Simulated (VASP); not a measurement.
# Be6N (P6/mmm) in VASP: density of states with PBE

Aim: the density of states of Be6N with PBE.

All numbers are computed with VASP 6.6.1; they aren't measurements. Logs are shortened: lines on timing, memory, paths and dates and some standing lists are left out, and cuts for length are marked.

### 1 The cell of the first run

Symmetry: P6/mmm, No. 191, hexagonal system. The conventional cell has a = 6.385 Å, b = 6.385 Å, c = 2.031 Å, α = 90.00°, β = 90.00°, γ = 120.00°. Be (site symmetry m2m) has 5 Be at 2.03 to 2.14 Å and 2 N at 2.36 Å within 2.7 Å. Within 2.7 Å of N (site symmetry 6/mmm) lie 2 N at 2.03 Å and 12 Be at 2.36 Å.

### 2 Density of states, PBE

POSCAR

```
Be6N
1.0
    6.3850567684      0.0000000000      0.0000000000
   -3.1925283842      5.5296213661      0.0000000000
    0.0000000000      0.0000000000      2.0307839819
Be N
6 1
Direct
    0.0000000000      0.3343792938      0.5000000000
    0.6656207062      0.6656207062      0.5000000000
    0.3343792938      0.0000000000      0.5000000000
    0.0000000000      0.6656207062      0.5000000000
    0.3343792938      0.3343792938      0.5000000000
    0.6656207062      0.0000000000      0.5000000000
    0.0000000000      0.0000000000      0.0000000000
```

INCAR.step1

```
ALGO     = Normal         # electronic algorithm
EDIFF    = 1E-7           # SCF threshold, eV
ENCUT    = 520            # plane-wave cutoff, eV
GGA      = PE             # functional
ISIF     = 2              # what is computed and relaxed
ISMEAR   = 0              # smearing method
LASPH    = T              # aspherical terms in the spheres
LCHARG   = T              # write CHGCAR
LREAL    = F              # projectors in reciprocal space
LWAVE    = F              # write WAVECAR
NBANDS   = 18             # bands
NELM     = 100            # most SCF steps
PREC     = Accurate       # precision mode
SIGMA    = 0.1            # smearing width, eV
```

KPOINTS.step1

```
k-points
0
Gamma
  6 6 18
```

INCAR.step2

```
ALGO     = Normal         # electronic algorithm
EDIFF    = 1E-7           # SCF threshold, eV
ENCUT    = 520            # plane-wave cutoff, eV
GGA      = PE             # functional
ICHARG   = 11             # starting density
ISIF     = 2              # what is computed and relaxed
ISMEAR   = -5             # smearing method
LASPH    = T              # aspherical terms in the spheres
LCHARG   = F              # write CHGCAR
LORBIT   = 11             # projections on sites
LREAL    = F              # projectors in reciprocal space
LWAVE    = F              # write WAVECAR
NBANDS   = 18             # bands
NEDOS    = 1001           # points of the DOS
NELM     = 100            # most SCF steps
PREC     = Accurate       # precision mode
SIGMA    = 0.1            # smearing width, eV
```

KPOINTS.step2

```
k-points
0
Gamma
  9 9 27
```

Potentials or basis: VASP PAW PBE potentials, release 64 (Be, N).

Command:

```console
cat potpaw_PBE.64/Be/POTCAR potpaw_PBE.64/N/POTCAR > POTCAR
cp INCAR.step1 INCAR
cp KPOINTS.step1 KPOINTS
mpirun -np 1 vasp_std > vasp.out
cp INCAR.step2 INCAR
cp KPOINTS.step2 KPOINTS
mpirun -np 1 vasp_std > vasp.out
```

OUTCAR:

```text
EDIFF = 1E-7
   ENCUT = 520
   GGA = PE
   ICHARG = 11
   ISIF = 2
   ISMEAR = -5
   LASPH = T
   LORBIT = 11
   LREAL = F
   NELM = 100
   PREC = Accurate

 ion  position               nearest neighbor table
   1  0.000  0.334  0.500-   4 2.11   5 2.14   6 2.14
   2  0.666  0.666  0.500-   5 2.11   4 2.14   6 2.14
   3  0.334  0.000  0.500-   6 2.11   5 2.14   4 2.14
   4  0.000  0.666  0.500-   1 2.11   2 2.14   3 2.14
   5  0.334  0.334  0.500-   2 2.11   1 2.14   3 2.14
   6  0.666  0.000  0.500-   3 2.11   2 2.14   1 2.14
   7  0.000  0.000  0.000-

  LATTYP: Found a hexagonal cell.
 ALAT       =     6.3850567684
 C/A-ratio  =     0.3180526118

  Lattice vectors:

 A1 = (   6.3850567684,   0.0000000000,   0.0000000000)
 A2 = (  -3.1925283842,   5.5296213661,   0.0000000000)
 A3 = (   0.0000000000,   0.0000000000,   2.0307839819)

Analysis of symmetry for initial positions (statically):
=====================================================================
 Subroutine PRICEL returns:
 Original cell was already a primitive cell.

 Routine SETGRP: Setting up the symmetry group for a
 hexagonal supercell.

 Subroutine GETGRP returns: Found 24 space group operations
 (whereof 24 operations were pure point group operations)
 out of a pool of 24 trial point group operations.

The static configuration has the point symmetry D_6h.

Analysis of symmetry for dynamics (positions and initial velocities):
=====================================================================
 Subroutine PRICEL returns:
 Original cell was already a primitive cell.

 Routine SETGRP: Setting up the symmetry group for a
 hexagonal supercell.

 Subroutine GETGRP returns: Found 24 space group operations
 (whereof 24 operations were pure point group operations)
 out of a pool of 24 trial point group operations.

The dynamic configuration has the point symmetry D_6h.

 Subroutine INISYM returns: Found 24 space group operations
 (whereof 24 operations are pure point group operations),
 and found     1 'primitive' translations

----------------------------------------------------------------------------------------

                                     Primitive cell

  volume of cell :      71.7008

  direct lattice vectors                    reciprocal lattice vectors
     6.385056768  0.000000000  0.000000000     0.156615679  0.090422104  0.000000000
    -3.192528384  5.529621366  0.000000000     0.000000000  0.180844209  0.000000000
     0.000000000  0.000000000  2.030783982     0.000000000  0.000000000  0.492420666

  length of vectors
     6.385056768  6.385056768  2.030783982     0.180844209  0.180844209  0.492420666

  position of ions in fractional coordinates (direct lattice)
     0.000000000  0.334379294  0.500000000
     0.665620706  0.665620706  0.500000000
     0.334379294  0.000000000  0.500000000
     0.000000000  0.665620706  0.500000000
     0.334379294  0.334379294  0.500000000
     0.665620706  0.000000000  0.500000000
     0.000000000  0.000000000  0.000000000

  ion indices of the primitive-cell ions
   primitive index   ion index
                 1           1
                 2           2
                 3           3
                 4           4
                 5           5
                 6           6
                 7           7

----------------------------------------------------------------------------------------

 KPOINTS: k-points

Automatic generation of k-mesh.
 Grid dimensions read from file:
 generate k-points for:    9    9   27

 Generating k-lattice:

  Cartesian coordinates                     Fractional coordinates (reciprocal lattice)
     0.017401742  0.010046900  0.000000000     0.111111111  0.000000000  0.000000000
     0.000000000  0.020093801  0.000000000     0.000000000  0.111111111  0.000000000
     0.000000000  0.000000000  0.018237802     0.000000000  0.000000000  0.037037037

  Length of vectors
     0.020093801  0.020093801  0.018237802

  Shift w.r.t. Gamma in fractional coordinates (k-lattice)
     0.000000000  0.000000000  0.000000000

 TETIRR: Found   2175 inequivalent tetrahedra from    13122

 Subroutine IBZKPT returns following result:
 ===========================================

 Found    168 irreducible k-points:

 Following reciprocal coordinates:
            Coordinates               Weight
  0.000000  0.000000  0.000000      1.000000
  0.111111 -0.000000  0.000000      6.000000
  0.222222 -0.000000  0.000000      6.000000
  0.333333  0.000000  0.000000      6.000000
  0.444444 -0.000000  0.000000      6.000000
  0.111111  0.111111  0.000000      6.000000
[... 16 lines left out ...]
  0.333333  0.222222  0.037037     24.000000
  0.333333  0.333333  0.037037      4.000000
 [... further k-points ...]
   k-points           NKPTS =    168   k-points in BZ     NKDIM =    168   number of bands    NBANDS=     18
   number of dos      NEDOS =   1001   number of ions     NIONS =      7
   total plane-waves  NPLWV =  36864
   dimension x,y,z NGX =    48 NGY =   48 NGZ =   16
   dimension x,y,z NGXF=    96 NGYF=   96 NGZF=   32
   ions per type =               6   1
   NGX,Y,Z   is equivalent  to a cutoff of  12.50, 12.50, 13.10 a.u.
   NGXF,Y,Z  is equivalent  to a cutoff of  25.00, 25.00, 26.20 a.u.
 SYSTEM =  unknown system
   PREC   = accura    normal or accurate (medium, high low for compatibility)
   ISTART =      0    job   : 0-new  1-cont  2-samecut
   ICHARG =     11    charge: 1-file 2-atom 10-const
   ISPIN  =      1    spin polarized calculation?
   LNONCOLLINEAR =      F non collinear calculations
   LSORBIT =      F    spin-orbit coupling
   LASPH  =      T    aspherical Exc in radial PAW
   ENCUT  =  520.0 eV  38.22 Ry    6.18 a.u.  11.87 11.87  3.78*2*pi/ulx,y,z
   NELM   =    100;   NELMIN=  2; NELMDL=  0     # of ELM steps
   EDIFF  = 0.1E-06   stopping-criterion for ELM
   LREAL  =      F    real-space projection
   EDIFFG = 0.1E-05   stopping-criterion for IOM
   NSW    =      0    number of steps for IOM
   IBRION =     -1    ionic relax: 0-MD 1-quasi-New 2-CG
   NFREE  =      0    steps in history (QN), initial steepest desc. (CG)
   ISIF   =      2    stress and relaxation
   ISYM   =      2    0-nonsym 1-usesym 2-fastsym
   POTIM  = 0.5000    time-step for ionic-motion
   TEBEG  =    0.0;   TEEND  =   0.0 temperature during run
   PSTRESS=    0.0 pullay stress
   NELECT =      17.0000    total number of electrons
   NUPDOWN=      -1.0000    fix difference up-down
   EMIN   =  10.00;   EMAX   =-10.00  energy-range for DOS
   EFERMI =   0.00;   METHOD = LEGACY
   ISMEAR =    -5;   SIGMA  =   0.10  broadening in eV -4-tet -1-fermi 0-gaus
   EFERMI_NEDOS =   21; number of points for ismear=-14 and -15
   IALGO  =     38    algorithm
   IMIX   =      4    mixing-type and parameters
     AMIX     =   0.40;   BMIX     =  1.00
     AMIX_MAG =   1.60;   BMIX_MAG =  1.00
  volume/ion in A,a.u.               =      10.24        69.12
  Fermi-wavevector in a.u.,A,eV,Ry     =   1.013250  1.914764 13.968762  1.026675
  Thomas-Fermi vector in A             =   2.146407
   LORBIT       =     11    0 simple, 1 ext, 2 COOP (PROOUT), +10 PAW based schemes
   GGA     = PE    functional components
   LHFCALC =     F    Hartree Fock is set to
   AEXX    =    0.0000 exact exchange contribution
   IVDW    =     0    specifies the selected vdW correction
   LEPSILON=     F    determine dielectric tensor
   LRPA    =     F    only Hartree local field effects (RPA)
 non-spin polarized calculation
 Fermi weights with tetrahedron method with Bloechl corrections
  energy-cutoff  :      520.00
  volume of cell :       71.70
 maximum number of plane-waves:      1955
 NGX is ok and might be reduce to    48

 number of electron      17.0000001 magnetization

 Free energy of the ion-electron system (eV)
  ---------------------------------------------------
  ext. energy  EPLUGINS =         0.00000000
  ---------------------------------------------------
  free energy    TOTEN  =       -22.68284207 eV

  energy without entropy =      -22.68284207  energy(sigma->0) =      -22.68284207

 E-fermi :   4.1083     XC(G=0):  -9.7522

 val. band max:        4.2733417084   @ k =   0.0000   0.0000   0.1852
 cond. band min:       4.0516698837   @ k =   0.4444  -0.0000   0.2222
 fundamental gap:     -0.2216718247
 Fermi energy:         4.1082866692

 k-point     1 :       0.0000    0.0000    0.0000
  band No.  band energies     occupation
      1     -12.7209      2.00000
      2      -3.6763      2.00000
      3      -3.6763      2.00000
      4      -3.3717      2.00000
      5      -0.9177      2.00000
      6      -0.9177      2.00000
[... 10 lines left out ...]
     17      11.9828      0.00000
     18      11.9829      0.00000

 k-point     2 :       0.1111   -0.0000    0.0000
  band No.  band energies     occupation
      1     -12.7204      2.00000
      2      -3.8836      2.00000
      3      -3.6934      2.00000
      4      -3.1056      2.00000
      5      -1.0628      2.00000
      6      -0.8319      2.00000
[... 10 lines left out ...]
     17      11.4815      0.00000
     18      12.3274      0.00000

 k-point     3 :       0.2222   -0.0000    0.0000
  band No.  band energies     occupation
      1     -12.7191      2.00000
      2      -4.1220      2.00000
      3      -3.7348      2.00000
      4      -2.7216      2.00000
      5      -1.2582      2.00000
      6      -0.5900      2.00000
[... 412 lines left out ...]
 k-point    23 :       0.3333    0.2222    0.0370
  band No.  band energies     occupation
      1     -12.6788      2.00000
      2      -4.2567      2.00000
      3      -3.9953      2.00000
      4      -1.7550      2.00000
      5      -1.1519      2.00000
      6      -0.5774      2.00000
[... 10 lines left out ...]
     17      12.5197      0.00000
     18      13.4781      0.00000

 k-point    24 :       0.3333    0.3333    0.0370
  band No.  band energies     occupation
      1     -12.6785      2.00000
      2      -4.1538      2.00000
      3      -4.1538      2.00000
      4      -1.2373      2.00000
      5      -1.1531      2.00000
      6      -1.1531      2.00000
[... 10 lines left out ...]
     17      13.3456      0.00000
     18      13.9757      0.00000

 [... further k-points ...]
[... 5 lines left out ...]
  --------------------------------------------------------------------------------------
  -------------------------------------------------------------------------------------
  Total       -0.2550931     -0.2550931     -0.5628228      0.0000000      0.0000000      0.0000000
  in kB       -5.7001376     -5.7001376    -12.5764586      0.0000000      0.0000000      0.0000000
  external PRESSURE =      -7.9922446 kB  Pullay stress =       0.0000000 kB

 VOLUME and BASIS-vectors are now :
 -----------------------------------------------------------------------------
  energy-cutoff  :      520.00
  volume of cell :       71.70
      direct lattice vectors                 reciprocal lattice vectors
     6.385056768  0.000000000  0.000000000     0.156615679  0.090422104  0.000000000
    -3.192528384  5.529621366  0.000000000     0.000000000  0.180844209  0.000000000
     0.000000000  0.000000000  2.030783982     0.000000000  0.000000000  0.492420666

 POSITION                                       TOTAL-FORCE (eV/Angst)
 -----------------------------------------------------------------------------------
     -1.06752      1.84899      1.01539        -0.031945      0.055330      0.000000
      2.12501      3.68063      1.01539        -0.031945     -0.055330     -0.000000
      2.13503      0.00000      1.01539         0.063890     -0.000000     -0.000000
     -2.12501      3.68063      1.01539         0.031945     -0.055330      0.000000
      1.06752      1.84899      1.01539         0.031945      0.055330      0.000000
      4.25003      0.00000      1.01539        -0.063890     -0.000000      0.000000
      0.00000      0.00000      0.00000        -0.000000     -0.000000      0.000000
 -----------------------------------------------------------------------------------
    total drift:                                0.000000     -0.000000     -0.000000

  FREE ENERGIE OF THE ION-ELECTRON SYSTEM (eV)
  ---------------------------------------------------
  free  energy   TOTEN  =       -22.6828420733 eV

  energy  without entropy=      -22.6828420733  energy(sigma->0) =      -22.68284207

 total charge

# of ion       s       p       d       tot
------------------------------------------
    1        0.447   0.596   0.000   1.043
    2        0.447   0.596   0.000   1.043
    3        0.447   0.596   0.000   1.043
    4        0.447   0.596   0.000   1.043
    5        0.447   0.596   0.000   1.043
    6        0.447   0.596   0.000   1.043
    7        1.403   2.005   0.000   3.408
--------------------------------------------------
tot          4.084   5.581   0.000   9.665
```

Wall time 3 min (1 thread of Intel Xeon Platinum 8259CL at 2.50GHz (Skylake/Cascade Lake), shared host); peak memory 0.3 GiB.

What came out:

| Item | Value |
| --- | --- |
| Valence electrons inside the program's atomic spheres | Be 1.04; N 3.41 |

Caveat: tetrahedron occupations give inexact forces and stress in metals.
